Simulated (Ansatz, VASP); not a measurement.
**Two plane-wave programs on Cs2AgBiBr6**

```xyz
10
Lattice="0.0000 5.5937 5.5937 5.5937 0.0000 5.5937 5.5937 5.5937 0.0000" Properties=species:S:1:pos:R:3 pbc="T T T"
Cs    2.7968    2.7968    2.7968
Cs    8.3905    8.3905    8.3905
Ag    5.5937    5.5937    5.5937
Bi    0.0000    0.0000    0.0000
Br    5.5937    2.8406    5.5937
Br    8.3467    5.5937    5.5937
Br    5.5937    8.3467    5.5937
Br    2.8406    5.5937    5.5937
Br    5.5937    5.5937    2.8406
Br    5.5937    5.5937    8.3467
```

Alike in both runs: functional PBEsol; k mesh 4 × 4 × 4; occupations gaussian, width 0.02 eV; no spin polarisation.

Ansatz relaxed the structure, and its values are those at the end. VASP's run is a single point on that final structure, the one shown.

|  | VASP | Ansatz |
| --- | --- | --- |
| version | VASP 6.6.1 | Ansatz 0.2.0 |
| potentials or method | VASP PAW PBE potentials, release 64 (Cs_sv, Ag, Bi_d, Br), cutoff 520 eV | scalar-relativistic, plane waves, PAW |
| valence electrons in the cell | 86 | 94 |

|  | VASP | Ansatz | Ansatz less VASP |
| --- | --- | --- | --- |
| gap on the k mesh at the Fermi level (eV) | 1.10 | 1.09 | -0.003 |
| least direct gap on the mesh (eV) | 2.33 | 2.33 | -0.003 |
| pressure (GPa) | 0.0 | 0.0 | -0.01 |

VASP's potentials were made for PBE, not for PBEsol. VASP's potentials hold 86 valence electrons a cell and Ansatz's 94, so a difference there can come from the potentials and not from the codes.

Neither program's run includes spin-orbit coupling.
